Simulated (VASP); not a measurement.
# SiC2 (P-6m2) in VASP: notebook

SiC2 is run at these levels: PBE; tasks: single point, relaxation of cell and atoms.

All numbers are computed with VASP 6.6.1; they aren't measurements. Logs are shortened: lines on timing, memory, paths and dates and some standing lists are left out, and cuts for length are marked.

## Step 1: The cell of the first run

Symmetry: P-6m2, No. 187, hexagonal system. Conventional cell: a = 2.679 Å, b = 2.679 Å, c = 13.138 Å, α = 90.00°, β = 90.00°, γ = 120.00°. Si (site symmetry 3m) has 6 Si at 2.68 Å and 6 C at 2.68 Å within 3.5 Å. C (site symmetry 3m) has 9 C at 2.68 Å and 3 Si at 2.68 Å within 3.5 Å. Within 3.5 Å of C (site symmetry -6m2) lie 6 C at 2.68 Å and 6 Si at 2.68 Å. Within 3.5 Å of C (site symmetry -6m2) lie 12 C at 2.68 Å.

## Step 2: Single point, PBE, collinear spin, ferromagnetic start

INCAR

```
PREC = Accurate
ENCUT = 520
EDIFF = 1E-6
ISMEAR = 0
SIGMA = 0.1
LREAL = False
LASPH = True
NELM = 150
ALGO = Normal
ISIF = 2
LWAVE = False
LCHARG = True
ISPIN = 2
MAGMOM = 0 0 1 1 1 1
LORBIT = 11
GGA = PE
LELF = True
LVHAR = True
NBANDS = 25
```

KPOINTS

```
regular mesh
0
Gamma
  6 6 2
```

POSCAR

```
SiC2
1.0
    2.6788160700      0.0000000000      0.0000000000
   -1.3394080300      2.3199227700      0.0000000000
    0.0000000000      0.0000000000     13.1380841000
Si C
2 4
Direct
    0.6666666700      0.3333333300      0.8333333300
    0.6666666700      0.3333333300      0.1666666700
    0.3333333300      0.6666666700      0.6666666700
    0.3333333300      0.6666666700      0.0000000000
    0.3333333300      0.6666666700      0.3333333300
    0.6666666700      0.3333333300      0.5000000000
```

Potentials or basis: VASP PAW PBE potentials, release 64 (Si, C).

On the command line:

```console
$ cat potpaw_PBE.64/Si/POTCAR potpaw_PBE.64/C/POTCAR > POTCAR
$ mpirun -np 1 vasp_std > vasp.out
```

OUTCAR:

```text
PREC = Accurate
   ENCUT = 520
   EDIFF = 1E-6
   ISMEAR = 0
   LREAL = False
   LASPH = True
   NELM = 150
   ISIF = 2
   ISPIN = 2
   LORBIT = 11
   GGA = PE

 ion  position               nearest neighbor table
   1  0.667  0.333  0.833-
   2  0.667  0.333  0.167-
   3  0.333  0.667  0.667-
   4  0.333  0.667  0.000-
   5  0.333  0.667  0.333-
   6  0.667  0.333  0.500-

  LATTYP: Found a hexagonal cell.
 ALAT       =     2.6788160700
 C/A-ratio  =     4.9044367947

  Lattice vectors:

 A1 = (   2.6788160700,   0.0000000000,   0.0000000000)
 A2 = (  -1.3394080300,   2.3199227700,   0.0000000000)
 A3 = (   0.0000000000,   0.0000000000,  13.1380841000)

Analysis of symmetry for initial positions (statically):
=====================================================================
 Subroutine PRICEL returns:
 Original cell was already a primitive cell.

 Routine SETGRP: Setting up the symmetry group for a
 hexagonal supercell.

 Subroutine GETGRP returns: Found 12 space group operations
 (whereof 12 operations were pure point group operations)
 out of a pool of 24 trial point group operations.

The static configuration has the point symmetry D_3h.

Analysis of symmetry for dynamics (positions and initial velocities):
=====================================================================
 Subroutine PRICEL returns:
 Original cell was already a primitive cell.

 Routine SETGRP: Setting up the symmetry group for a
 hexagonal supercell.

 Subroutine GETGRP returns: Found 12 space group operations
 (whereof 12 operations were pure point group operations)
 out of a pool of 24 trial point group operations.

The dynamic configuration has the point symmetry D_3h.

Analysis of structural, dynamic, and magnetic symmetry:
=====================================================================
 Subroutine PRICEL returns:
 Original cell was already a primitive cell.

 Routine SETGRP: Setting up the symmetry group for a
 hexagonal supercell.

 Subroutine GETGRP returns: Found 12 space group operations
 (whereof 12 operations were pure point group operations)
 out of a pool of 24 trial point group operations.

The overall configuration has the point symmetry D_3h.

 Subroutine INISYM returns: Found 12 space group operations
 (whereof 12 operations are pure point group operations),
 and found     1 'primitive' translations

----------------------------------------------------------------------------------------

                                     Primitive cell

  volume of cell :      81.6485

  direct lattice vectors                    reciprocal lattice vectors
     2.678816070  0.000000000  0.000000000     0.373299239  0.215524415  0.000000000
    -1.339408030  2.319922770  0.000000000     0.000000000  0.431048832  0.000000000
     0.000000000  0.000000000 13.138084100     0.000000000  0.000000000  0.076114599

  length of vectors
     2.678816070  2.678816069 13.138084100     0.431048832  0.431048832  0.076114599

  position of ions in fractional coordinates (direct lattice)
     0.666666670  0.333333330  0.833333330
     0.666666670  0.333333330  0.166666670
     0.333333330  0.666666670  0.666666670
     0.333333330  0.666666670  0.000000000
     0.333333330  0.666666670  0.333333330
     0.666666670  0.333333330  0.500000000

  ion indices of the primitive-cell ions
   primitive index   ion index
                 1           1
                 2           2
                 3           3
                 4           4
                 5           5
                 6           6

----------------------------------------------------------------------------------------

 KPOINTS: regular mesh

Automatic generation of k-mesh.
 Grid dimensions read from file:
 generate k-points for:    6    6    2

 Generating k-lattice:

  Cartesian coordinates                     Fractional coordinates (reciprocal lattice)
     0.062216540  0.035920736  0.000000000     0.166666667 -0.000000000  0.000000000
     0.000000000  0.071841472  0.000000000     0.000000000  0.166666667  0.000000000
     0.000000000  0.000000000  0.038057299     0.000000000  0.000000000  0.500000000

  Length of vectors
     0.071841472  0.071841472  0.038057299

  Shift w.r.t. Gamma in fractional coordinates (k-lattice)
     0.000000000  0.000000000  0.000000000

 Subroutine IBZKPT returns following result:
 ===========================================

 Found     14 irreducible k-points:

 Following reciprocal coordinates:
            Coordinates               Weight
  0.000000  0.000000  0.000000      1.000000
  0.166667 -0.000000  0.000000      6.000000
  0.333333  0.000000  0.000000      6.000000
  0.500000  0.000000  0.000000      3.000000
  0.166667  0.166667  0.000000      6.000000
  0.333333  0.166667  0.000000     12.000000
  0.333333  0.333333  0.000000      2.000000
  0.000000  0.000000  0.500000      1.000000
  0.166667 -0.000000  0.500000      6.000000
  0.333333  0.000000  0.500000      6.000000
[... 74 lines left out ...]

 val. band max:        4.5280456398   @ k =   0.3333   0.3333   0.0000
 cond. band min:       4.5560125028   @ k =   0.3333   0.1667   0.0000
 fundamental gap:      0.0279668631
 Fermi energy:         4.5382793714

 spin component 1

 k-point     1 :       0.0000    0.0000    0.0000
  band No.  band energies     occupation
      1      -8.9555      1.00000
      2      -8.2843      1.00000
      3      -7.7505      1.00000
      4      -6.0338      1.00000
      5      -5.7456      1.00000
      6      -3.5092      1.00000
[... 16 lines left out ...]
     23      15.6812      0.00000
     24      15.6812      0.00000

 k-point     2 :       0.1667   -0.0000    0.0000
  band No.  band energies     occupation
      1      -8.2804      1.00000
      2      -7.6059      1.00000
      3      -7.1547      1.00000
      4      -5.4517      1.00000
      5      -5.1097      1.00000
      6      -2.9560      1.00000
[... 16 lines left out ...]
     23      13.4383      0.00000
     24      13.7041      0.00000
[... 295 lines left out ...]
     23       9.0190      0.00000
     24      10.1268      0.00000

 k-point    14 :       0.3333    0.3333    0.5000
  band No.  band energies     occupation
      1      -3.2315      1.00000
      2      -2.9877      1.00000
      3      -2.7576      1.00000
      4      -2.5919      1.00000
      5       0.1382      1.00000
      6       0.7785      1.00000
[... 16 lines left out ...]
     23       8.8744      0.00000
     24      10.8173      0.00000
 Fermi energy:         4.5382793714

 spin component 2

 k-point     1 :       0.0000    0.0000    0.0000
  band No.  band energies     occupation
      1      -8.9554      1.00000
      2      -8.2841      1.00000
      3      -7.7509      1.00000
      4      -6.0346      1.00000
      5      -5.7455      1.00000
      6      -3.5093      1.00000
[... 16 lines left out ...]
     23      15.6814      0.00000
     24      15.6814      0.00000

 k-point     2 :       0.1667   -0.0000    0.0000
  band No.  band energies     occupation
      1      -8.2803      1.00000
      2      -7.6057      1.00000
      3      -7.1552      1.00000
      4      -5.4525      1.00000
      5      -5.1096      1.00000
      6      -2.9561      1.00000
[... 16 lines left out ...]
     23      13.4384      0.00000
     24      13.7043      0.00000
[... 295 lines left out ...]
     23       9.0191      0.00000
     24      10.1269      0.00000

 k-point    14 :       0.3333    0.3333    0.5000
  band No.  band energies     occupation
      1      -3.2315      1.00000
      2      -2.9876      1.00000
      3      -2.7575      1.00000
      4      -2.5937      1.00000
      5       0.1383      1.00000
      6       0.7786      1.00000
[... 16 lines left out ...]
     23       8.8746      0.00000
     24      10.8173      0.00000
 [bands above 24 left out]

------------------------ aborting loop because EDIFF is reached ----------------------------------------

  FORCE on cell =-STRESS in cart. coord.  units (eV):
  Direction    XX          YY          ZZ          XY          YZ          ZX
  --------------------------------------------------------------------------------------
  -------------------------------------------------------------------------------------
  Total       -9.3873563     -9.3873564    -14.9555115     -0.0000000      0.0000000      0.0000000
  in kB     -184.2067015   -184.2067017   -293.4697839     -0.0000004      0.0000000      0.0000000
  external PRESSURE =    -220.6277290 kB  Pullay stress =       0.0000000 kB

 VOLUME and BASIS-vectors are now :
 -----------------------------------------------------------------------------
  energy-cutoff  :      520.00
  volume of cell :       81.65
      direct lattice vectors                 reciprocal lattice vectors
     2.678816070  0.000000000  0.000000000     0.373299239  0.215524415  0.000000000
    -1.339408030  2.319922770  0.000000000     0.000000000  0.431048832  0.000000000
     0.000000000  0.000000000 13.138084100     0.000000000  0.000000000  0.076114599

 POSITION                                       TOTAL-FORCE (eV/Angst)
 -----------------------------------------------------------------------------------
      1.33941      0.77331     10.94840         0.000000     -0.000000      0.238787
      1.33941      0.77331      2.18968         0.000000     -0.000000     -0.238787
     -0.00000      1.54662      8.75872        -0.000000      0.000000     -0.113853
     -0.00000      1.54662      0.00000        -0.000000      0.000000      0.000000
     -0.00000      1.54662      4.37936        -0.000000      0.000000      0.113853
      1.33941      0.77331      6.56904        -0.000000     -0.000000      0.000000
 -----------------------------------------------------------------------------------
    total drift:                                0.000007     -0.000004     -0.000000

  FREE ENERGIE OF THE ION-ELECTRON SYSTEM (eV)
  ---------------------------------------------------
  free  energy   TOTEN  =       -26.0929891631 eV

  energy  without entropy=      -26.0605265669  energy(sigma->0) =      -26.07675786

 total charge

# of ion       s       p       d       tot
------------------------------------------
    1        0.848   0.619   0.000   1.467
    2        0.848   0.619   0.000   1.467
    3        1.058   0.918   0.000   1.976
    4        1.033   0.988   0.000   2.021
    5        1.058   0.918   0.000   1.976
    6        1.082   0.839   0.000   1.921
--------------------------------------------------
tot          5.928   4.901   0.000  10.829

 magnetization (x)

# of ion       s       p       d       tot
------------------------------------------
    1        0.000   0.000   0.000   0.000
    2        0.000   0.000   0.000   0.000
    3        0.000   0.000   0.000   0.000
    4       -0.000  -0.000   0.000  -0.000
    5        0.000   0.000   0.000   0.000
    6       -0.000  -0.000   0.000  -0.000
--------------------------------------------------
tot         -0.000  -0.000   0.000  -0.000
```

It took 54 s on 1 thread of AMD EPYC 9R45 (Zen 5), shared host; peak memory 0.2 GiB.

What came out:

```
Free energy                                           : -26.0930 eV
Pressure                                              : -22.1 GPa
Largest force                                         : 0.239 eV/Å
Band gap on the k mesh                                : zero (filled and empty bands overlap)
Net moment                                            : 0.00 μB per cell
Valence electrons inside the program's atomic spheres : Si 1.47; C 1.98, 2.02, 1.92
```

Forces on the atoms (eV/Å):
```
Si   0.000  0.000  0.239
Si   0.000  0.000 -0.239
C    0.000  0.000 -0.114
C    0.000  0.000  0.000
C    0.000  0.000  0.114
C    0.000  0.000  0.000
```

Caveat: the k points lie up to 0.45 Å⁻¹ apart.

## Step 3: Single point, PBE

This run uses another cell than the first one, of 8.30 Å³/atom, 0.610 times its volume.

INCAR

```
  PREC = Accurate
  ENCUT = 520
  EDIFF = 1E-6
  ISMEAR = 0
  SIGMA = 0.1
  LREAL = F
  LASPH = T
  NELM = 80
  ALGO = Normal
  ISIF = 2
  LWAVE = F
  LCHARG = F
  GGA = PE
  NBANDS = 21
```

KPOINTS

```
regular mesh
0
Gamma
  18 18 6
```

POSCAR

```
SiC2
1.0
    2.7048054035      0.0000000000      0.0000000000
   -1.3524027018      2.3424301918      0.0000000000
    0.0000000000      0.0000000000      7.8636740712
Si C
2 4
Direct
    0.6666666667      0.3333333333      0.8459326642
    0.6666666667      0.3333333333      0.1540673358
    0.3333333333      0.6666666667      0.6245079355
    0.3333333333      0.6666666667      0.0000000000
    0.3333333333      0.6666666667      0.3754920645
    0.6666666667      0.3333333333      0.5000000000
```

Potentials or basis: VASP PAW PBE potentials, release 64 (Si, C).

On the command line:

```console
$ cat potpaw_PBE.64/Si/POTCAR potpaw_PBE.64/C/POTCAR > POTCAR
$ mpirun -np 1 vasp_std > vasp.out
```

Run time: 83 s. Hardware: 1 thread of AMD EPYC 9R45 (Zen 5), shared host; peak memory 0.21 GiB.

It converged, with:

```yaml
Free_energy: -36.3039 eV
Pressure: 0.1 GPa
Largest_force: 0.009 eV/Å
Band_gap_on_the_k_mesh: zero (band 12 reaches 12.85 eV, above the bottom of band 13 at 8.02 eV)
```

Forces on the atoms (eV/Å):
```
Si   0.000  0.000  0.009
Si   0.000  0.000 -0.009
C    0.000  0.000  0.008
C    0.000  0.000  0.000
C    0.000  0.000 -0.008
C    0.000  0.000  0.000
```

Stress tensor (GPa, compression positive):
```
0.08 0.00 0.00
0.00 0.08 0.00
0.00 0.00 0.21
```

Levels at points of the mesh, in eV from the Fermi level:
```tsv
k point	band 9	band 10	band 11	band 12	band 13	band 14	band 15	band 16
(0.00, 0.00, 0.00)	0.08	0.08	1.12	2.17	2.17	2.97	4.03	4.03
(0.50, 0.00, 0.00)	-5.01	-2.94	-2.57	-2.12	0.27	1.80	2.24	3.14
(0.00, 0.00, 0.50)	0.04	0.04	2.26	2.26	2.76	3.57	3.99	3.99
(0.50, 0.00, 0.50)	-4.86	-3.10	-2.64	-0.41	0.48	0.81	1.73	3.50
```

## Step 4: Relaxation of cell and atoms, PBE

This run uses another cell than the first one, of 8.25 Å³/atom, 0.606 times its volume.

INCAR

```
ALGO     = Normal         # electronic algorithm
EDIFF    = 1E-7           # SCF threshold, eV
EDIFFG   = -0.01          # ionic threshold
ENCUT    = 600            # plane-wave cutoff, eV
GGA      = PE             # functional
IBRION   = 2              # ionic algorithm
ISIF     = 3              # what is computed and relaxed
ISMEAR   = 0              # smearing method
LASPH    = T              # aspherical terms in the spheres
LCHARG   = F              # write CHGCAR
LREAL    = F              # projectors in reciprocal space
LWAVE    = F              # write WAVECAR
NELM     = 60             # most SCF steps
NSW      = 100            # ionic steps
PREC     = Accurate       # precision mode
SIGMA    = 0.1            # smearing width, eV
```

KPOINTS

```
k-points
0
Gamma
  18 18 6
```

POSCAR

```
SiC2
1.0
    2.7060274458      0.0000000000      0.0000000000
   -1.3530137229      2.3434885114      0.0000000000
    0.0000000000      0.0000000000      7.8074644507
Si C
2 4
Direct
    0.6666666667      0.3333333333      0.8413823944
    0.6666666667      0.3333333333      0.1586176056
    0.3333333333      0.6666666667      0.6288216254
    0.3333333333      0.6666666667      0.0000000000
    0.3333333333      0.6666666667      0.3711783746
    0.6666666667      0.3333333333      0.5000000000
```

On the command line:

```console
$ cat potpaw_PBE.64/Si/POTCAR potpaw_PBE.64/C/POTCAR > POTCAR
$ mpirun -np 1 vasp_std > vasp.out
```

Wall time 7.6 min (1 thread of AMD EPYC 9R45 (Zen 5), shared host); peak memory 0.24 GiB.

It converged, with:

```yaml
Free_energy: -36.3063 eV
Relaxed_volume: 8.30 Å³/atom
Relaxed_cell: a = 2.704 Å, b = 2.704 Å, c = 7.864 Å, α = 90.00°, β = 90.00°, γ = 120.00°
Space_group_after_relaxing_to_0.05_Å: P-6m2 (No. 187)
Energy_gained_by_relaxing: 2.6 meV/atom
Ionic_steps: 9
Pressure_after_relaxing: 0.0 GPa
Largest_force_after_relaxing: 0.010 eV/Å
Band_gap_on_the_k_mesh: zero (band 12 reaches 12.85 eV, above the bottom of band 13 at 8.02 eV)
```

Forces on the atoms (eV/Å):
```
Si   0.000  0.000  0.010
Si   0.000  0.000 -0.010
C    0.000  0.000  0.005
C    0.000  0.000  0.000
C    0.000  0.000 -0.005
C    0.000  0.000  0.000
```

Step by step:
```csv
step,energy change (eV),largest force (eV/Å),pressure (GPa),volume (Å³)
1,0.0000,0.4043,-1.45,49.51
2,-0.0055,0.0903,1.92,48.98
3,-0.0088,0.0954,0.60,49.18
4,-0.0110,0.0865,0.34,49.33
5,-0.0127,0.1549,-0.06,49.60
6,-0.0145,0.0881,-0.11,49.70
7,-0.0154,0.0149,-0.16,49.84
8,-0.0155,0.0098,0.07,49.81
9,-0.0156,0.0097,0.00,49.82
```

Final structure:
```cif
data_structure
_symmetry_space_group_name_H-M 'P 1'
_symmetry_Int_Tables_number 1
_cell_length_a 2.7045
_cell_length_b 2.7045
_cell_length_c 7.8645
_cell_angle_alpha 90.000
_cell_angle_beta 90.000
_cell_angle_gamma 120.000
_cell_volume 49.82
loop_
_atom_site_label
_atom_site_type_symbol
_atom_site_fract_x
_atom_site_fract_y
_atom_site_fract_z
_atom_site_occupancy
Si1 Si 0.66667 0.33333 0.84594 1
Si2 Si 0.66667 0.33333 0.15406 1
C1 C 0.33333 0.66667 0.62451 1
C2 C 0.33333 0.66667 0.00000 1
C3 C 0.33333 0.66667 0.37549 1
C4 C 0.66667 0.33333 0.50000 1
```

Levels at points of the mesh, in eV from the Fermi level:
```
           k point  band 9  band 10  band 11  band 12  band 13  band 14  band 15  band 16
(0.00, 0.00, 0.00)    0.08     0.08     1.12     2.18     2.18     2.97     4.03     4.03
(0.50, 0.00, 0.00)   -5.01    -2.94    -2.57    -2.12     0.27     1.80     2.25     3.14
(0.00, 0.00, 0.50)    0.04     0.04     2.27     2.27     2.76     3.56     3.99     3.99
(0.50, 0.00, 0.50)   -4.86    -3.10    -2.64    -0.41     0.48     0.81     1.73     3.50
```

## Step 5: Summary

```tsv
task	spin	cell	k mesh	cutoff (eV)	gap on the mesh (eV)	pressure (GPa)	largest force (eV/Å)
single point	collinear, ferromagnetic start	a = 2.679, b = 2.679, c = 13.138 Å, angles 90.0, 90.0, 120.0°, 6 atoms	6 × 6 × 2	520	none	-22.1	0.24
single point	off	a = 2.705, b = 2.705, c = 7.864 Å, angles 90.0, 90.0, 120.0°, 6 atoms	18 × 18 × 6	520	none	0.1	0.01
relaxation of cell and atoms	off	relaxed from a = 2.706, b = 2.706, c = 7.807 Å, angles 90.0, 90.0, 120.0°, 6 atoms	18 × 18 × 6	600	none	0.0	0.01
```

Alike in all rows: level PBE; potentials or basis VASP PAW PBE potentials, release 64 (Si, C); smearing gaussian 0.1 eV.

Caveats: some runs use coarse meshes.

Absolute energies hang on the potentials; compare differences alone.
